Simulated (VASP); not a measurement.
Runs of VASP 6.6.1 on BaTiO3. The structure is that of space group Cm (No. 8), or close to it. The cells are those of the table. 

| task | level | potentials or basis | U | cell | k mesh | cutoff (eV) | gap on the mesh (eV) | pressure (GPa) | largest force (eV/Å) |
| --- | --- | --- | --- | --- | --- | --- | --- | --- | --- |
| relaxation of cell and atoms | PBEsol | VASP PAW PBE potentials, release 64 (Ba_sv, Ti_sv, O) | - | relaxed from a = 4.004 Å, angles 89.9°, 5 atoms | 6 × 6 × 6 | 600 | 2.21 | -0.1 | 0.02 |
| single point | RPBE | VASP PAW PBE potentials, release 64 (Ba_sv, Ti_sv, O) | - | a = 4.004 Å, angles 89.9°, 5 atoms | 7 × 7 × 7 | 520 | 2.79 | 15.6 | 2.31 |
| single point | PBE+U | VASP PAW PBE potentials, release 64 (Ba_sv, Ti_sv, O) | Ti d U = 2.0 eV | a = 4.004 Å, angles 89.9°, 5 atoms | 7 × 7 × 7 | 520 | (b) | 13.3 | 2.90 |
| single point | PBE | VASP PAW PBE potentials, release 64 (Ba_sv, Ti_sv, O) | - | a = 4.083 Å, angles 89.9°, 5 atoms | 7 × 7 × 7 | 520 | 2.58 | 1.2 | 1.51 |
| single point | PBE | VASP PAW PBE potentials, release 64 (Ba_sv, Ti_sv, O) | - | a = 4.004 Å, angles 89.9°, 5 atoms | 7 × 7 × 7 | 520 | 2.75 | 11.4 | 2.32 |
| single point | PBE+U | VASP PAW PBE potentials, release 64 (Ba_sv, Ti_sv, O) | Ti d U = 6.0 eV | a = 4.004 Å, angles 89.9°, 5 atoms | 7 × 7 × 7 | 520 | (a) | (c) | 4.16 |
| single point | PBE | VASP PAW PBE potentials, release 64 (Ba_sv, Ti_sv, O_h) | - | a = 4.004 Å, angles 89.9°, 5 atoms | 7 × 7 × 7 | 910 | 2.75 | 11.0 | 2.26 |

Alike in all rows: no spin polarisation; smearing fermi-dirac 0.05 eV.

Task: Fill in the values left out.

Result: (a) 3.42; (b) 2.95; (c) 17.3.

Caveats: spin-orbit coupling is left out, which moves the levels of the heavy elements; an odd mesh through Γ misses points on the zone boundary, where band edges can lie (at least some runs); the cell stands under pressure (at least some runs); forces of over 1 eV/Å act on the atoms, so gaps and moduli don't describe the material at rest (at least some runs); the PAW data sets were made with another functional, which shifts forces and pressure a little (at least some runs); the cutoff is under 1.25 times the usual one of these potentials, so pressure, stress and relaxed cells hold a basis-set (Pulay) error (at least some runs).

A k mesh can miss the band edges, and the runs leave out spin-orbit coupling on Ba.
